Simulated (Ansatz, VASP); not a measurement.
## One calculation of NaMn, two programs

INCAR

```
SYSTEM = NaMn
PREC = Accurate
ENCUT = 500
EDIFF = 1E-7
ISMEAR = 0
SIGMA = 0.1
LREAL = .FALSE.
LASPH = .TRUE.
NELM = 200
ALGO = Normal
ISIF = 3
LWAVE = .FALSE.
LCHARG = .FALSE.
ISPIN = 2
MAGMOM = 0 0 0 4.94 4.94 4.94
LORBIT = 11
LMAXMIX = 4
GGA = PE
IBRION = 2
NSW = 100
EDIFFG = -0.01
GGA_COMPAT = .FALSE.
NELMIN = 4
KPAR = 4
```

Contents of KPOINTS:

```
Automatic mesh
0
G
  6 6 8
  0 0 0
```

The input POSCAR:

```
NaMn
1.0
    6.2600964385      0.0000000000      0.0000000000
   -3.1300482192      5.4214025458      0.0000000000
    0.0000000000      0.0000000000      5.2339673991
Na Mn
3 3
Direct
    0.5000000000      0.0000000000      0.0000000000
    0.5000000000      0.5000000000      0.0000000000
    0.0000000000      0.5000000000      0.0000000000
    0.0000000000      0.0000000000      0.0000000000
    0.3333333333      0.6666666667      0.5000000000
    0.6666666667      0.3333333333      0.5000000000
```

Input for Ansatz:

```yaml
crystal:
  lattice:
    - [6.2600964385, 0.0, 0.0]
    - [-3.1300482192, 5.4214025458, 0.0]
    - [0.0, 0.0, 5.2339673991]
  atoms:
    - { symbol: Na, position: [0.5, 0.0, 0.0] }
    - { symbol: Na, position: [0.5, 0.5, 0.0] }
    - { symbol: Na, position: [0.0, 0.5, 0.0] }
    - { symbol: Mn, position: [0.0, 0.0, 0.0], spin: 4.94 }
    - { symbol: Mn, position: [0.3333333333, 0.6666666667, 0.5], spin: 4.94 }
    - { symbol: Mn, position: [0.6666666667, 0.3333333333, 0.5], spin: 4.94 }
basis:
  ecutwfc: 420
kpoints:
  mp_grid: { grid: [6, 6, 8] }
hamiltonian:
  xc: pbe
scf:
  occupations: { method: gaussian, width: 0.1 }
output:
  forces: true
  stress: true
  eigenvalues: true
  populations: true
magnetization:
  spin_polarized: true
relax:
  adjacent_minimum: "off"
  f_tol: 0.01
  max_steps: 80
  cell: { stress_tol: 0.05 }
```

Alike in both runs: task relaxation of cell and atoms; functional PBE; k mesh 6 × 6 × 8; occupations gaussian, width 0.1 eV; collinear spin.

|  | VASP | Ansatz |
| --- | --- | --- |
| version | VASP 6.6.1 | Ansatz 0.2.0 |
| potentials or method | VASP PAW PBE potentials, release 64 (Na_pv, Mn_pv), cutoff 500 eV | scalar-relativistic, plane waves, PAW |
| valence electrons in the cell | 60 | 72 |

```csv
,VASP,Ansatz,Ansatz less VASP
"gap on the k mesh at the Fermi level, each at its own relaxed structure (eV)",none,none,-
net moment per atom (μB),2.27,2.28,+0.005
size of the moment on the site where the two differ most (μB),4.27,4.48,+0.204
relaxed volume (Å³/atom),30.04,30.12,+0.084
relaxed cell length with the largest relative difference (Å),6.303,6.313,+0.0100
```

Site moments also hang on the region over which each program counts them. A gap of «none» marks a metal or a gap that the smearing closes. VASP's potentials hold 60 valence electrons a cell and Ansatz's 72, so a difference there can come from the potentials and not from the codes.
